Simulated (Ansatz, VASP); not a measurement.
TiGe8Mo3 in VASP and in Ansatz

File INCAR:

```
SYSTEM = TiGe8Mo3
PREC = Accurate
ENCUT = 520
EDIFF = 1E-7
ISMEAR = 0
SIGMA = 0.2
LREAL = .False.
LASPH = .True.
NELM = 100
ALGO = Normal
ISIF = 2
LWAVE = .False.
LCHARG = .False.
GGA = PE
NBANDS = 95
```

File KPOINTS:

```
Automatic mesh
0
Gamma
  6 4 4
  0 0 0
```

File POSCAR:

```
TiGe8Mo3
1.0
    3.3352611000      0.0000000000      0.0000000000
    0.0000000000      6.6962063000      0.0000000000
    0.0000000000      0.0000000000      8.3674214000
Ti Ge Mo
1 8 3
Direct
    0.5000000000      0.5000000000      0.5000000000
    0.0000000000      0.7523300000      0.6624870000
    0.5000000000      0.0000000000      0.1622920000
    0.0000000000      0.2476700000      0.6624870000
    0.5000000000      0.5000000000      0.1603270000
    0.0000000000      0.7523300000      0.3375130000
    0.5000000000      0.0000000000      0.8377080000
    0.0000000000      0.2476700000      0.3375130000
    0.5000000000      0.5000000000      0.8396730000
    0.0000000000      0.7523550000      0.0000000000
    0.5000000000      0.0000000000      0.5000000000
    0.0000000000      0.2476450000      0.0000000000
```

Input for Ansatz:

```yaml
crystal:
  lattice:
    - [3.3352611, 0.0, 0.0]
    - [0.0, 6.6962063, 0.0]
    - [0.0, 0.0, 8.3674214]
  atoms:
    - { symbol: Ti, position: [0.5, 0.5, 0.5] }
    - { symbol: Ge, position: [0.0, 0.75233, 0.662487] }
    - { symbol: Ge, position: [0.5, 0.0, 0.162292] }
    - { symbol: Ge, position: [0.0, 0.24767, 0.662487] }
    - { symbol: Ge, position: [0.5, 0.5, 0.160327] }
    - { symbol: Ge, position: [0.0, 0.75233, 0.337513] }
    - { symbol: Ge, position: [0.5, 0.0, 0.837708] }
    - { symbol: Ge, position: [0.0, 0.24767, 0.337513] }
    - { symbol: Ge, position: [0.5, 0.5, 0.839673] }
    - { symbol: Mo, position: [0.0, 0.752355, 0.0] }
    - { symbol: Mo, position: [0.5, 0.0, 0.5] }
    - { symbol: Mo, position: [0.0, 0.247645, 0.0] }
basis:
  ecutwfc: 420
kpoints:
  mp_grid: { grid: [6, 4, 4] }
hamiltonian:
  xc: pbe
scf:
  occupations: { method: gaussian, width: 0.2 }
  lower_state_search: "off"
output:
  forces: true
  stress: true
  eigenvalues: true
```

Alike in both runs: task single point; functional PBE; k mesh 6 × 4 × 4; occupations gaussian, width 0.2 eV; no spin polarisation.

|  | VASP | Ansatz |
| --- | --- | --- |
| version | VASP 6.6.1 | Ansatz 0.2.0 |
| potentials or method | VASP PAW PBE potentials, release 64 (Ti_sv, Ge_d, Mo_sv), cutoff 520 eV | scalar-relativistic, plane waves, PAW |
| valence electrons in the cell | 166 | 166 |

Ansatz gave:

| Item | Value |
| --- | --- |
| gap on the k mesh at the Fermi level (eV) | none |
| pressure (GPa) | 0.1 |
| traceless stress, the component that is largest in VASP (GPa) | -0.38 |
| rms of the force components (eV/Å) | 0.013 |

Task: Which values does VASP return?

Result: gap on the k mesh at the Fermi level (eV): none; pressure (GPa): 0.3; traceless stress, the component that is largest in VASP (GPa): -0.39; rms of the force components (eV/Å): 0.017.

Atom by atom the forces differ by 0.004 eV/Å (rms over components). A gap of «none» marks a metal or a gap that the smearing closes. The functional is the same, so the differences come from potentials, cutoffs and numerics.
